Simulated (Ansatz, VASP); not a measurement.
## GdN in VASP and in Ansatz

The input INCAR:

```
SYSTEM = GdN
PREC     = Accurate       ! precision mode
ENCUT    = 600            ! plane-wave cutoff, eV
EDIFF    = 1E-6           ! SCF threshold, eV
ISMEAR   = 0              ! smearing method
SIGMA    = 0.02           ! smearing width, eV
LREAL    = .FALSE.        ! projectors in reciprocal space
LASPH    = .TRUE.         ! aspherical terms in the spheres
NELM     = 150            ! most SCF steps
ALGO     = Normal         ! electronic algorithm
ISIF     = 3              ! what is computed and relaxed
LWAVE    = .FALSE.        ! write WAVECAR
LCHARG   = .FALSE.        ! write CHGCAR
ISPIN    = 2              ! spin polarisation
MAGMOM   = 7.47 0         ! initial moments
LORBIT   = 11             ! projections on sites
LMAXMIX  = 6              ! l up to which the mixer works
GGA      = PE             ! functional
IBRION   = 2              ! ionic algorithm
NSW      = 100            ! ionic steps
EDIFFG   = -0.01          ! ionic threshold
```

The input KPOINTS:

```
Automatic mesh
0
G
  10 10 10
  0 0 0
```

File POSCAR:

```
GdN
1.0
    0.0000000000      2.6703598386      2.6703598386
    2.6703598386      0.0000000000      2.6703598386
    2.6703598386      2.6703598386      0.0000000000
Gd N
1 1
Direct
    0.0000000000      0.0000000000      0.0000000000
    0.2500000000      0.2500000000      0.2500000000
```

Input for Ansatz:

```yaml
crystal:
  lattice:
    - [0.0, 2.6703598386, 2.6703598386]
    - [2.6703598386, 0.0, 2.6703598386]
    - [2.6703598386, 2.6703598386, 0.0]
  atoms:
    - { symbol: Gd, position: [0.0, 0.0, 0.0], spin: 7.47 }
    - { symbol: "N", position: [0.25, 0.25, 0.25] }
basis:
  ecutwfc: 420
kpoints:
  mp_grid: { grid: [10, 10, 10] }
hamiltonian:
  xc: pbe
scf:
  occupations: { method: gaussian, width: 0.02 }
output:
  forces: true
  stress: true
  eigenvalues: true
  populations: true
magnetization:
  spin_polarized: true
relax:
  adjacent_minimum: "off"
  f_tol: 0.01
  max_steps: 80
  cell: { stress_tol: 0.05 }
```

Change from the starting cell: species swapped into the InAs type (F-43m, No. 216).

Alike in both runs: task relaxation of cell and atoms; functional PBE; k mesh 10 × 10 × 10; occupations gaussian, width 0.02 eV; collinear spin.

|  | VASP | Ansatz |
| --- | --- | --- |
| version | VASP 6.6.1 | Ansatz 0.2.0 |
| potentials or method | VASP PAW PBE potentials, release 64 (Gd, N), cutoff 600 eV | scalar-relativistic, plane waves, PAW |
| valence electrons in the cell | 23 | 23 |

Ansatz gave:

| Item | Value |
| --- | --- |
| gap on the k mesh at the Fermi level, each at its own relaxed structure (eV) | 1.17 |
| net moment per atom (μB) | 3.50 |
| size of the moment on the site where the two differ most (μB) | 6.79 |
| relaxed volume (Å³/atom) | 19.01 |
| relaxed length of the cell vector where the two differ most in proportion (Å) | 3.774 |

Q: What did VASP give for the same quantities?

A: gap on the k mesh at the Fermi level, each at its own relaxed structure (eV): 1.18; net moment per atom (μB): 3.50; size of the moment on the site where the two differ most (μB): 6.79; relaxed volume (Å³/atom): 19.04; relaxed length of the cell vector where the two differ most in proportion (Å): 3.776.

Site moments also hang on the region over which each program counts them.

Spin-orbit coupling is off throughout. Noted on VASP's run: the relaxation stopped at its first step, so nothing moved.
